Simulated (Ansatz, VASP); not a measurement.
Two plane-wave programs on Pt

POSCAR

```
Pt
1.0
    4.3774092361      0.0000000000      0.0000000000
   -2.1887046181      3.7909476012      0.0000000000
    0.0000000000      0.0000000000      2.6082703370
Pt
3
Direct
    1.0000000000      0.0000000000      1.0000000000
    0.3333333333      0.6666666667      0.5000000000
    0.6666666667      0.3333333333      0.5000000000
```

Contents of INCAR.step1:

```
PREC = Accurate
ENCUT = 520
ISMEAR = -1
SIGMA = 0.1
LREAL = False
LASPH = True
NELM = 100
NBANDS = 22
GGA = PE
ALGO = Normal
EDIFF = 1E-4
LWAVE = True
LCHARG = False
```

Contents of INCAR.step2:

```
PREC = Accurate
ENCUT = 520
EDIFF = 1E-7
ISMEAR = -1
SIGMA = 0.1
LREAL = False
LASPH = True
NELM = 100
ALGO = Normal
ISIF = 2
LWAVE = False
LCHARG = False
METAGGA = R2SCAN
LMIXTAU = True
NBANDS = 22
ISTART = 1
```

The input KPOINTS:

```
regular mesh
0
Gamma
  9 9 13
```

Input for Ansatz:

```yaml
crystal:
  lattice:
    - [4.3774092361, 0.0, 0.0]
    - [-2.1887046181, 3.7909476012, 0.0]
    - [0.0, 0.0, 2.608270337]
  atoms:
    - { symbol: Pt, position: [1.0, 0.0, 1.0] }
    - { symbol: Pt, position: [0.3333333333, 0.6666666667, 0.5] }
    - { symbol: Pt, position: [0.6666666667, 0.3333333333, 0.5] }
hamiltonian:
  xc: r2scan
  pseudopotentials:
    kind: paw
    azcp:
      Pt: "pseudopotentials/Pt.paw.azcp"
basis:
  ecutwfc: 500
  fft_grid_basis: typed
kpoints:
  mp_grid: { grid: [9, 9, 13], shift: [0, 0, 0] }
magnetization:
  spin_polarized: false
scf:
  occupations: { method: fermi_dirac, width: 0.1 }
  lower_state_search: "off"
output:
  stress: true
  write_density: true
  write_potential: true
  elf: true
  volumetric_format: npy
```

Alike in both runs: task single point; functional r2SCAN; k mesh 9 × 9 × 13; occupations fermi-dirac, width 0.1 eV; no spin polarisation.

|  | VASP | Ansatz |
| --- | --- | --- |
| version | VASP 6.6.1 | Ansatz 0.2.0 |
| potentials or method | VASP PAW PBE potentials, release 64 (Pt), cutoff 520 eV | plane waves (500 eV) with PAW, scalar-relativistic |
| valence electrons in the cell | 30 | 54 |

```tsv
	VASP	Ansatz	Ansatz less VASP
pressure (GPa)	27.7	26.6	-1.10
traceless stress, the component that is largest in VASP (GPa)	0.68	0.57	-0.112
```

VASP's potentials were made for PBE, not for r2SCAN. VASP's potentials hold 30 valence electrons a cell and Ansatz's 54, so a difference there can come from the potentials and not from the codes.

Neither program's run includes spin-orbit coupling.
